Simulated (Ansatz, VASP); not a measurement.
**Hf: VASP beside Ansatz**

INCAR

```
ALGO     = Normal         # electronic algorithm
EDIFF    = 1E-6           # SCF threshold, eV
ENCUT    = 520            # plane-wave cutoff, eV
GGA      = PS             # functional
ISIF     = 2              # what is computed and relaxed
ISMEAR   = -1             # smearing method
LASPH    = T              # aspherical terms in the spheres
LCHARG   = F              # write CHGCAR
LREAL    = F              # projectors in reciprocal space
LWAVE    = F              # write WAVECAR
NBANDS   = 11             # bands
NELM     = 80             # most SCF steps
PREC     = Accurate       # precision mode
SIGMA    = 0.03           # smearing width, eV
```

KPOINTS

```
k-points
0
Gamma
  16 16 16
```

The input POSCAR:

```
Hf
1.0
    0.0000000000      2.2200000000      2.1978000000
    2.2200000000      0.0000000000      2.1978000000
    2.2200000000      2.2200000000      0.0000000000
Hf
1
Direct
    0.0000000000      0.0000000000      0.0000000000
```

Input for Ansatz:

```yaml
crystal:
  lattice:
    - [0.0, 2.22, 2.1978]
    - [2.22, 0.0, 2.1978]
    - [2.22, 2.22, 0.0]
  atoms:
    - { symbol: Hf, position: [0.0, 0.0, 0.0] }
kpoints:
  mp_grid: { grid: [16, 16, 16] }
  band_path:
    path:
      - [0.0, 0.0, 0.0]
      - [0.0, 0.5, 0.5]
      - [0.25, 0.75, 0.5]
      - [0.0, 0.5, 0.0]
      - [0.0, 0.0, 0.0]
      - [0.5, 0.5, 0.0]
      - [0.3775380063, 0.6224619937, 0.0]
      - [-0.3775380063, 0.3775380063, 0.0]
      - [0.0, 0.0, 0.0]
    npoints: 5
scf:
  occupations: { method: fermi_dirac, width: 0.03 }
hamiltonian:
  xc: pbesol
  pseudopotentials: { kind: all_electron, lapw: { basis_error: 0.00025 } }
output:
  forces: true
  stress: true
  eigenvalues: true
```

Change from the starting cell: zz strain of -1 %.

Alike in both runs: task single point; functional PBEsol; k mesh 16 × 16 × 16; occupations fermi-dirac, width 0.03 eV; no spin polarisation.

|  | VASP | Ansatz |
| --- | --- | --- |
| version | VASP 6.6.1 | Ansatz 0.2.0 |
| potentials or method | VASP PAW PBE potentials, release 64 (Hf_pv), cutoff 520 eV | all-electron LAPW, scalar-relativistic |

```tsv
	VASP	Ansatz	Ansatz less VASP
pressure (GPa)	-1.0	-0.6	+0.43
traceless stress, the component that is largest in VASP (GPa)	0.11	0.09	-0.019
```

VASP's potentials were made for PBE, not for PBEsol. Ansatz ran all-electron here, and VASP with PAW potentials.

Spin-orbit coupling is off throughout.
